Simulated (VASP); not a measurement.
# La (P6/mmm) in VASP: single point with LDA

Aim: the single point of La with LDA.

Everything below comes from runs of VASP 6.6.1. Logs are shortened: lines on timing, memory, paths and dates and some standing lists are left out, and cuts for length are marked.

**1. The cell of the first run**

The structure is hexagonal, space group P6/mmm (No. 191). Conventional cell: a = 4.099 Å, b = 4.099 Å, c = 6.950 Å, α = 90.00°, β = 90.00°, γ = 120.00°. La (site symmetry 6/mmm) has 6 La at 4.10 Å within 5.4 Å.

**2. Single point, LDA**

Contents of INCAR:

```
SYSTEM = La
  PREC = Accurate
  ENCUT = 520
  EDIFF = 1E-7
  ISMEAR = -1
  SIGMA = 0.1
  LREAL = .False.
  LASPH = .True.
  NELM = 60
  ALGO = Normal
  ISIF = 2
  LWAVE = .False.
  LCHARG = .False.
  GGA = CA
  NBANDS = 18
```

Contents of KPOINTS:

```
regular mesh
0
Gamma
  7 7 2
  0 0 0
```

Contents of POSCAR:

```
La
1.0
    4.0988000000      0.0000000000      0.0000000000
   -2.0494000000      3.5496649300      0.0000000000
    0.0000000000      0.0000000000     13.9000000000
La
2
Direct
    0.0000000000      0.0000000000      0.2500000000
    0.0000000000      0.0000000000      0.7500000000
```

Potentials or basis: VASP PAW LDA potentials, release 64 (La).

Run with:

```console
$ cat potpaw_LDA.64/La/POTCAR > POTCAR
$ mpirun -np 1 vasp_std > vasp.out
```

OUTCAR:

```text
SYSTEM = La
   PREC = Accurate
   ENCUT = 520
   EDIFF = 1E-7
   ISMEAR = -1
   LREAL = .False.
   LASPH = .True.
   NELM = 60
   ISIF = 2
   GGA = CA

 ion  position               nearest neighbor table
   1  0.000  0.000  0.250-
   2  0.000  0.000  0.750-

  LATTYP: Found a hexagonal cell.
 ALAT       =     4.0988000000
 C/A-ratio  =     3.3912364595

  Lattice vectors:

 A1 = (   4.0988000000,   0.0000000000,   0.0000000000)
 A2 = (  -2.0494000000,   3.5496649300,   0.0000000000)
 A3 = (   0.0000000000,   0.0000000000,  13.9000000000)

Analysis of symmetry for initial positions (statically):
=====================================================================
 Subroutine PRICEL returns following result:

  LATTYP: Found a hexagonal cell.
 ALAT       =     4.0988000000
 C/A-ratio  =     1.6956182297

  Lattice vectors:

 A1 = (   4.0988000000,   0.0000000000,   0.0000000000)
 A2 = (  -2.0494000000,   3.5496649300,   0.0000000000)
 A3 = (   0.0000000000,   0.0000000000,   6.9500000000)

   2 primitive cells build up your supercell.

 Routine SETGRP: Setting up the symmetry group for a
 hexagonal supercell.

 Subroutine GETGRP returns: Found 24 space group operations
 (whereof 24 operations were pure point group operations)
 out of a pool of 24 trial point group operations.

The static configuration has the point symmetry D_6h.

Analysis of symmetry for dynamics (positions and initial velocities):
=====================================================================
 Subroutine PRICEL returns following result:

  LATTYP: Found a hexagonal cell.
 ALAT       =     4.0988000000
 C/A-ratio  =     1.6956182297

  Lattice vectors:

 A1 = (   4.0988000000,   0.0000000000,   0.0000000000)
 A2 = (  -2.0494000000,   3.5496649300,   0.0000000000)
 A3 = (   0.0000000000,   0.0000000000,   6.9500000000)

   2 primitive cells build up your supercell.

 Routine SETGRP: Setting up the symmetry group for a
 hexagonal supercell.

 Subroutine GETGRP returns: Found 24 space group operations
 (whereof 24 operations were pure point group operations)
 out of a pool of 24 trial point group operations.

The dynamic configuration has the point symmetry D_6h.
[... 77 lines left out ...]
   NGXF,Y,Z  is equivalent  to a cutoff of  24.34, 24.34, 25.83 a.u.
 SYSTEM =  La
   PREC   = accura    normal or accurate (medium, high low for compatibility)
   ISTART =      0    job   : 0-new  1-cont  2-samecut
   ICHARG =      2    charge: 1-file 2-atom 10-const
   ISPIN  =      1    spin polarized calculation?
   LNONCOLLINEAR =      F non collinear calculations
   LSORBIT =      F    spin-orbit coupling
   LASPH  =      T    aspherical Exc in radial PAW
   ENCUT  =  520.0 eV  38.22 Ry    6.18 a.u.   7.62  7.62 25.84*2*pi/ulx,y,z
   NELM   =     60;   NELMIN=  2; NELMDL= -5     # of ELM steps
   EDIFF  = 0.1E-06   stopping-criterion for ELM
   LREAL  =      F    real-space projection
   EDIFFG = 0.1E-05   stopping-criterion for IOM
   NSW    =      0    number of steps for IOM
   IBRION =     -1    ionic relax: 0-MD 1-quasi-New 2-CG
   NFREE  =      0    steps in history (QN), initial steepest desc. (CG)
   ISIF   =      2    stress and relaxation
   ISYM   =      2    0-nonsym 1-usesym 2-fastsym
   POTIM  = 0.5000    time-step for ionic-motion
   TEBEG  =    0.0;   TEEND  =   0.0 temperature during run
   PSTRESS=    0.0 pullay stress
   NELECT =      22.0000    total number of electrons
   NUPDOWN=      -1.0000    fix difference up-down
   EMIN   =  10.00;   EMAX   =-10.00  energy-range for DOS
   EFERMI =   0.00;   METHOD = LEGACY
   ISMEAR =    -1;   SIGMA  =   0.10  broadening in eV -4-tet -1-fermi 0-gaus
   EFERMI_NEDOS =   21; number of points for ismear=-14 and -15
   IALGO  =     38    algorithm
   IMIX   =      4    mixing-type and parameters
     AMIX     =   0.40;   BMIX     =  1.00
     AMIX_MAG =   1.60;   BMIX_MAG =  1.00
  volume/ion in A,a.u.               =     101.12       682.38
  Fermi-wavevector in a.u.,A,eV,Ry     =   0.781501  1.476822  8.309670  0.610744
  Thomas-Fermi vector in A             =   1.885031
   LORBIT       =      0    0 simple, 1 ext, 2 COOP (PROOUT), +10 PAW based schemes
   GGA     = CA    functional components
   LHFCALC =     F    Hartree Fock is set to
   AEXX    =    0.0000 exact exchange contribution
   IVDW    =     0    specifies the selected vdW correction
   LEPSILON=     F    determine dielectric tensor
   LRPA    =     F    only Hartree local field effects (RPA)
 non-spin polarized calculation
  energy-cutoff  :      520.00
  volume of cell :      202.24
 maximum number of plane-waves:      5500
   NGX = 15   NGY = 15   NGZ = 51

 number of electron      21.9999999 magnetization

 Free energy of the ion-electron system (eV)
  ---------------------------------------------------
  ext. energy  EPLUGINS =         0.00000000
  ---------------------------------------------------
  free energy    TOTEN  =        -7.21057871 eV

  energy without entropy =       -6.85119924  energy(sigma->0) =       -7.03088898

 E-fermi :   1.1993     XC(G=0):  -5.9058

 val. band max:        1.1941940955   @ k =   0.2857   0.0000   0.5000
 cond. band min:       1.2180373040   @ k =   0.1429   0.0000   0.0000
 fundamental gap:      0.0238432085
 Fermi energy:         1.1992926841

 k-point     1 :       0.0000    0.0000    0.0000
  band No.  band energies     occupation
      1     -32.5453      2.00000
      2     -32.5453      2.00000
      3     -16.3515      2.00000
      4     -16.3510      2.00000
      5     -15.9024      2.00000
      6     -15.9024      2.00000
[... 313 lines left out ...]
      5     -16.2682      2.00000
      6     -16.2682      2.00000
[... 10 lines left out ...]
     17       1.8520      0.00292
     18       1.8520      0.00292

------------------------ aborting loop because EDIFF is reached ----------------------------------------

  FORCE on cell =-STRESS in cart. coord.  units (eV):
  Direction    XX          YY          ZZ          XY          YZ          ZX
  --------------------------------------------------------------------------------------
  -------------------------------------------------------------------------------------
  Total       -5.8445431     -5.8445431     -1.1526883      0.0000000      0.0000000      0.0000000
  in kB      -46.3022674    -46.3022675     -9.1319511      0.0000000      0.0000000      0.0000000
  external PRESSURE =     -33.9121620 kB  Pullay stress =       0.0000000 kB

 VOLUME and BASIS-vectors are now :
 -----------------------------------------------------------------------------
  energy-cutoff  :      520.00
  volume of cell :      202.24
      direct lattice vectors                 reciprocal lattice vectors
     4.098800000  0.000000000  0.000000000     0.243973846  0.140858365  0.000000000
    -2.049400000  3.549664930  0.000000000     0.000000000  0.281716731  0.000000000
     0.000000000  0.000000000 13.900000000     0.000000000  0.000000000  0.071942446

 POSITION                                       TOTAL-FORCE (eV/Angst)
 -----------------------------------------------------------------------------------
      0.00000      0.00000      3.47500         0.000000     -0.000000      0.000000
      0.00000      0.00000     10.42500        -0.000000      0.000000      0.000000
 -----------------------------------------------------------------------------------
    total drift:                               -0.000000      0.000000      0.000000

  FREE ENERGIE OF THE ION-ELECTRON SYSTEM (eV)
  ---------------------------------------------------
  free  energy   TOTEN  =        -7.2105787146 eV

  energy  without entropy=       -6.8511992446  energy(sigma->0) =       -7.03088898
```

stdout:

```text
POSCAR found type information on POSCAR La
 POSCAR found :  1 types and       2 ions
 scaLAPACK will be used
 LDA part: xc-table for (Slater(with rela. corr.)+CA(PZ))
 , standard interpolation
 POSCAR, INCAR and KPOINTS ok, starting setup
 FFT: planning ... GRIDC
 FFT: planning ... GRID_SOFT
 FFT: planning ... GRID
 WAVECAR not read
 entering main loop
```

It took 2.6 min on 1 thread of Intel Xeon Platinum 8488C (Sapphire Rapids), shared host; peak memory 0.26 GiB.

What came out:

```yaml
Free_energy: -7.2106 eV
Pressure: -3.4 GPa
Band_gap_on_the_k_mesh: zero (band 11 reaches 1.30 eV, above the bottom of band 12 at 1.03 eV)
```

Caveat: spin-orbit coupling is left out, which moves the levels of the heavy elements.
